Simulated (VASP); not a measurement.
# TiSi62 (a cell with a defect) in VASP: single point with PBEsol

Aim: the single point of TiSi62 (a cell with a defect) with PBEsol.

All numbers are computed with VASP 6.6.1; they aren't measurements. Logs are shortened: lines on timing, memory, paths and dates and some standing lists are left out, and cuts for length are marked.

## 1. The cell of the first run

The cell holds a defect, 63 atoms: a = 10.866 Å, b = 10.866 Å, c = 10.866 Å, α = 90.00°, β = 90.00°, γ = 90.00°.

## 2. Single point, PBEsol, collinear spin

Contents of INCAR:

```
  PREC = Accurate
  ENCUT = 400
  EDIFF = 1E-6
  ISMEAR = -1
  SIGMA = 0.05
  LREAL = Auto
  LASPH = True
  NELM = 200
  ALGO = Normal
  ISIF = 2
  LWAVE = False
  LCHARG = False
  ISPIN = 2
  MAGMOM = 0 0 0 0 0 0 0 0 0 0 0 0 0 0 0 0 0 0 0 0 0 0 0 0 0 0 0 0 0 0 0 0 0 0 0 0 0 0 0 0 0 0 0 0 0 0 0 0 0 0 0 0 0 0 0 0 0 0 0 0 0 0 1
  LORBIT = 11
  LMAXMIX = 4
  GGA = PS
  NBANDS = 171
  NELECT = 261.0
  ISYM = -1
  GGA_COMPAT = False
```

Contents of KPOINTS:

```
explicit points
1
Reciprocal
  0.25000000   0.25000000   0.25000000 1
```

Contents of POSCAR:

```
TiSi62
1.0
   10.8655790000      0.0000000000      0.0000000000
    0.0000000000     10.8655790000      0.0000000000
    0.0000000000      0.0000000000     10.8655790000
Si Ti
62 1
Direct
    0.9977850000      0.9986280000      0.5023520000
    0.9976940000      0.5027890000      0.9979870000
    0.0027690000      0.5011990000      0.5008910000
    0.5023730000      0.9990930000      0.9986060000
    0.5036430000      0.0023020000      0.5001140000
    0.5038480000      0.4998790000      0.0019490000
    0.1066960000      0.1062210000      0.1049790000
    0.1239720000      0.1237770000      0.6302820000
    0.1236890000      0.6309280000      0.1230130000
    0.1245260000      0.6275710000      0.6269490000
    0.6231600000      0.1289330000      0.1286080000
    0.6293140000      0.1238060000      0.6289420000
    0.6288410000      0.6289610000      0.1236210000
    0.5990120000      0.5956000000      0.5954450000
    0.2467450000      0.2463440000      0.0118930000
    0.2521670000      0.2540860000      0.5096660000
    0.2504390000      0.7560960000      0.9997880000
    0.2440430000      0.7582470000      0.5011730000
    0.7577540000      0.2440790000      0.0047140000
    0.7593010000      0.2452610000      0.5048090000
    0.7524480000      0.7558750000      0.9970070000
    0.7425680000      0.7410090000      0.5014180000
    0.3755520000      0.3792770000      0.1292430000
    0.3757040000      0.3745830000      0.6471830000
    0.3738620000      0.8827380000      0.1258160000
    0.3764700000      0.8759150000      0.6261000000
    0.8826910000      0.3736860000      0.1265860000
    0.8793240000      0.3708270000      0.6343910000
    0.8823660000      0.9058860000      0.0913790000
    0.8703480000      0.8700560000      0.6251990000
    0.2464880000      0.0128280000      0.2455960000
    0.2504900000      0.0000540000      0.7552430000
    0.2517330000      0.5098230000      0.2531240000
    0.2443900000      0.5022080000      0.7577440000
    0.7566380000      0.0047340000      0.2445870000
    0.7534540000      0.9978630000      0.7563910000
    0.7594160000      0.5053860000      0.2450130000
    0.7424530000      0.5012470000      0.7406600000
    0.3755400000      0.1296810000      0.3791080000
    0.3739100000      0.1261040000      0.8820510000
    0.3752140000      0.6472400000      0.3736970000
    0.3767080000      0.6265690000      0.8759400000
    0.8826050000      0.1268520000      0.3730920000
    0.8848450000      0.0905150000      0.9072570000
    0.8792650000      0.6348340000      0.3707850000
    0.8702620000      0.6254380000      0.8693410000
    0.0127720000      0.2463380000      0.2458890000
    0.0000770000      0.2355960000      0.7693110000
    0.9997540000      0.7696130000      0.2352270000
    0.0010880000      0.7537210000      0.7532320000
    0.5039910000      0.2579570000      0.2576190000
    0.5047650000      0.2451240000      0.7587360000
    0.5044870000      0.7590650000      0.2447390000
    0.5010660000      0.7383360000      0.7379770000
    0.1294670000      0.3772640000      0.3769180000
    0.1249440000      0.3721120000      0.8831370000
    0.1247620000      0.8839150000      0.3712820000
    0.1169030000      0.8846600000      0.8838460000
    0.6489830000      0.3766000000      0.3760810000
    0.6327890000      0.3733090000      0.8771990000
    0.6320450000      0.8771210000      0.3737440000
    0.6206890000      0.8684640000      0.8677880000
    0.4525090000      0.4519660000      0.4514960000
```

Potentials or basis: VASP PAW PBE potentials, release 64 (Si, Ti_sv).

Started as:

```
$ cat potpaw_PBE.64/Si/POTCAR potpaw_PBE.64/Ti_sv/POTCAR > POTCAR
$ mpirun -np 1 vasp_std > vasp.out
```

OUTCAR:

```text
PREC = Accurate
   ENCUT = 400
   EDIFF = 1E-6
   ISMEAR = -1
   LREAL = Auto
   LASPH = True
   NELM = 200
   ISIF = 2
   ISPIN = 2
   LORBIT = 11
   GGA = PS
   NELECT = 261.0
   ISYM = -1

 ion  position               nearest neighbor table
   1  0.998  0.999  0.502-  43 2.34  57 2.34  30 2.38   8 2.38
   2  0.998  0.503  0.998-  27 2.34  56 2.34  46 2.38   9 2.38
   3  0.003  0.501  0.501-  10 2.35  55 2.35  45 2.43  28 2.43
   4  0.502  0.999  0.999-  40 2.34  25 2.34  62 2.38  11 2.39
   5  0.504  0.002  0.500-  12 2.36  39 2.36  26 2.38  61 2.38
   6  0.504  0.500  0.002-  13 2.36  23 2.36  42 2.38  60 2.39
   7  0.107  0.106  0.105-  15 2.38  31 2.38  47 2.39
   8  0.124  0.124  0.630-  32 2.35  48 2.36   1 2.38  16 2.38
   9  0.124  0.631  0.123-  17 2.35  49 2.36   2 2.38  33 2.38
  10  0.125  0.628  0.627-   3 2.35  50 2.36  18 2.36  34 2.36
  11  0.623  0.129  0.129-  35 2.35  19 2.35  51 2.37   4 2.39
  12  0.629  0.124  0.629-  20 2.36  52 2.36   5 2.36  36 2.37
  13  0.629  0.629  0.124-  37 2.36  53 2.36   6 2.36  21 2.37
[... 35 lines left out ...]
  49  1.000  0.770  0.235-   9 2.36  57 2.36  45 2.46  29 2.50
  50  0.001  0.754  0.753-  30 2.36  46 2.36  10 2.36  58 2.37
  51  0.504  0.258  0.258-  11 2.37  23 2.37  39 2.37  59 2.41  63 3.03
  52  0.505  0.245  0.759-  24 2.33  40 2.34  60 2.35  12 2.36
  53  0.504  0.759  0.245-  41 2.33  25 2.34  61 2.35  13 2.36
  54  0.501  0.738  0.738-  26 2.35  42 2.36  62 2.38  14 2.44
  55  0.129  0.377  0.377-   3 2.35  33 2.38  16 2.38  47 2.38
  56  0.125  0.372  0.883-   2 2.34  34 2.35  48 2.36  15 2.36
  57  0.125  0.884  0.371-   1 2.34  18 2.35  49 2.36  31 2.36
  58  0.117  0.885  0.884-  50 2.37  32 2.37  17 2.38
  59  0.649  0.377  0.376-  37 2.33  20 2.33  51 2.41  63 2.43
  60  0.633  0.373  0.877-  52 2.35  38 2.36   6 2.39  19 2.39
  61  0.632  0.877  0.374-  53 2.35  22 2.36   5 2.38  35 2.39
  62  0.621  0.868  0.868-  21 2.35  36 2.35  54 2.38   4 2.38
  63  0.453  0.452  0.451-  59 2.43  41 2.43  24 2.43  14 2.72  51 3.03

IMPORTANT INFORMATION: All symmetrisations will be switched off!
NOSYMM: (Re-)initialisation of all symmetry stuff for point group C_1.

----------------------------------------------------------------------------------------

                                     Primitive cell

  volume of cell :    1282.7990

  direct lattice vectors                    reciprocal lattice vectors
    10.865579000  0.000000000  0.000000000     0.092033752  0.000000000  0.000000000
     0.000000000 10.865579000  0.000000000     0.000000000  0.092033752  0.000000000
     0.000000000  0.000000000 10.865579000     0.000000000  0.000000000  0.092033752

  length of vectors
    10.865579000 10.865579000 10.865579000     0.092033752  0.092033752  0.092033752

  position of ions in fractional coordinates (direct lattice)
     0.997785000  0.998628000  0.502352000
     0.997694000  0.502789000  0.997987000
     0.002769000  0.501199000  0.500891000
     0.502373000  0.999093000  0.998606000
     0.503643000  0.002302000  0.500114000
     0.503848000  0.499879000  0.001949000
[... 205 lines left out ...]
 fundamental gap:      0.0068711873
 Fermi energy:         5.8651845209

 spin component 1

 k-point     1 :       0.2500    0.2500    0.2500
  band No.  band energies     occupation
      1     -50.9773      1.00000
      2     -27.4871      1.00000
      3     -27.3409      1.00000
      4     -27.3156      1.00000
      5      -6.0179      1.00000
      6      -5.5466      1.00000
[... 134 lines left out ...]
    141       7.0877      0.00000
    142       7.1051      0.00000
 Fermi energy:         5.8651845209

 spin component 2

 k-point     1 :       0.2500    0.2500    0.2500
  band No.  band energies     occupation
      1     -50.9763      1.00000
      2     -27.4865      1.00000
      3     -27.3399      1.00000
      4     -27.3142      1.00000
      5      -6.0176      1.00000
      6      -5.5463      1.00000
[... 134 lines left out ...]
    141       7.0881      0.00000
    142       7.1054      0.00000
 [bands above 142 left out]

------------------------ aborting loop because EDIFF is reached ----------------------------------------

  FORCE on cell =-STRESS in cart. coord.  units (eV):
  Direction    XX          YY          ZZ          XY          YZ          ZX
  --------------------------------------------------------------------------------------
  -------------------------------------------------------------------------------------
  Total       -0.5725133     -6.7472376     -6.7816181    -10.6666728     -4.8200389    -11.0411521
  in kB       -0.7150518     -8.4270964     -8.4700366    -13.3223529     -6.0200833    -13.7900662
  external PRESSURE =      -5.8707283 kB  Pullay stress =       0.0000000 kB

 VOLUME and BASIS-vectors are now :
 -----------------------------------------------------------------------------
  energy-cutoff  :      400.00
  volume of cell :     1282.80
      direct lattice vectors                 reciprocal lattice vectors
    10.865579000  0.000000000  0.000000000     0.092033752  0.000000000  0.000000000
     0.000000000 10.865579000  0.000000000     0.000000000  0.092033752  0.000000000
     0.000000000  0.000000000 10.865579000     0.000000000  0.000000000  0.092033752

 POSITION                                       TOTAL-FORCE (eV/Angst)
 -----------------------------------------------------------------------------------
     10.84151     10.85067      5.45835        -0.002804     -0.003018      0.010065
     10.84052      5.46309     10.84371        -0.001606      0.011664     -0.001006
      0.03009      5.44582      5.44247        -0.000970     -0.000882     -0.000426
      5.45857     10.85572     10.85043         0.005474     -0.004306     -0.000674
      5.47237      0.02501      5.43403        -0.007863      0.005357     -0.003174
      5.47460      5.43147      0.02118        -0.009112      0.002675      0.006340
[... 55 lines left out ...]
      6.74415      9.43636      9.42902        -0.005543     -0.000065     -0.000364
      4.91677      4.91087      4.90577        -0.012109     -0.023941     -0.006596
 -----------------------------------------------------------------------------------
    total drift:                                0.000672      0.007180      0.006713

  FREE ENERGIE OF THE ION-ELECTRON SYSTEM (eV)
  ---------------------------------------------------
  free  energy   TOTEN  =      -353.3341313610 eV

  energy  without entropy=     -353.2617769831  energy(sigma->0) =     -353.29795417

 total charge

# of ion       s       p       d       tot
------------------------------------------
    1        0.757   0.930   0.000   1.688
    2        0.757   0.931   0.000   1.688
    3        0.759   0.903   0.000   1.662
    4        0.758   0.929   0.000   1.687
    5        0.757   0.920   0.000   1.677
    6        0.757   0.920   0.000   1.677
[... 55 lines left out ...]
   62        0.755   0.927   0.000   1.682
   63        2.203   6.088   2.016  10.307
--------------------------------------------------
tot         49.405  62.686   2.016 114.107

 magnetization (x)

# of ion       s       p       d       tot
------------------------------------------
    1        0.000   0.000   0.000   0.000
    2        0.000   0.000   0.000   0.000
    3        0.000   0.000   0.000   0.000
    4       -0.000  -0.000   0.000  -0.000
    5        0.000   0.000   0.000   0.000
    6        0.000   0.000   0.000   0.000
[... 55 lines left out ...]
   62       -0.000   0.000   0.000   0.000
   63        0.000   0.000   0.001   0.001
--------------------------------------------------
tot          0.002   0.011   0.001   0.015
```

Wall time 12 min (1 thread of Intel Xeon Platinum 8375C at 2.90GHz (Ice Lake), shared host); peak memory 1.1 GiB.

Results:

* Free energy: -353.3341 eV
* Largest force: 0.076 eV/Å
* Net moment: 0.02 μB per cell
* Valence electrons inside the program's atomic spheres: Si 1.69, 1.66, 1.68, 1.65, 1.61, 1.67, 1.73, 1.57, 1.56, 1.64, 1.63, 1.72 (each value once); Ti 10.31

Forces in eV/Å, atoms in the order of the input:
```
Si  -0.003 -0.003  0.010
Si  -0.002  0.012 -0.001
Si  -0.001 -0.001  0.000
Si   0.005 -0.004 -0.001
Si  -0.008  0.005 -0.003
Si  -0.009  0.003  0.006
Si  -0.004 -0.029 -0.027
Si   0.011 -0.014 -0.006
Si   0.014 -0.018 -0.005
Si  -0.008 -0.003  0.000
Si   0.005 -0.002 -0.002
Si   0.001  0.001  0.001
Si   0.004 -0.006 -0.004
Si   0.008 -0.004 -0.006
Si   0.005  0.011  0.005
Si  -0.002  0.005 -0.006
Si  -0.008  0.014 -0.033
Si   0.007  0.004  0.006
Si  -0.021  0.020  0.001
Si   0.003  0.014  0.003
Si  -0.004  0.002  0.005
Si  -0.014  0.001  0.000
Si   0.009 -0.006 -0.007
Si  -0.007 -0.011  0.005
Si   0.000 -0.002 -0.008
Si   0.013  0.001 -0.018
Si   0.001 -0.010 -0.005
Si   0.011 -0.007 -0.005
Si   0.022 -0.002 -0.024
Si   0.006 -0.003 -0.004
Si   0.000  0.002  0.005
Si  -0.004 -0.022  0.018
Si  -0.001  0.006  0.010
Si  -0.010  0.000  0.004
Si  -0.012 -0.001  0.014
Si  -0.006 -0.001  0.003
Si  -0.005  0.004  0.008
Si  -0.001  0.008  0.001
Si   0.013 -0.003 -0.008
Si  -0.005 -0.006 -0.006
Si  -0.013  0.017 -0.004
Si   0.016 -0.008 -0.002
Si  -0.001 -0.006 -0.009
Si   0.026 -0.021 -0.007
Si   0.016 -0.008 -0.008
Si   0.005 -0.008 -0.004
Si   0.009  0.011  0.012
Si  -0.023  0.010  0.015
Si  -0.020  0.013  0.015
Si   0.034  0.011  0.014
Si  -0.003  0.023  0.021
Si  -0.001  0.005 -0.001
Si  -0.005 -0.002  0.011
Si  -0.002  0.009  0.012
Si  -0.009  0.000 -0.005
Si   0.010  0.003 -0.001
Si   0.002  0.002  0.004
Si  -0.049  0.042  0.040
Si   0.008 -0.014 -0.003
Si   0.001  0.001 -0.014
Si   0.011 -0.009 -0.005
Si  -0.006  0.000  0.000
Ti  -0.012 -0.024 -0.007
```

Caveat: the cell carries a net charge on a neutralising background, which shifts energy and pressure; the cell is charged against a uniform background, so pressure and absolute levels hang on convention; the PAW data sets were made with another functional, which shifts forces and pressure a little.
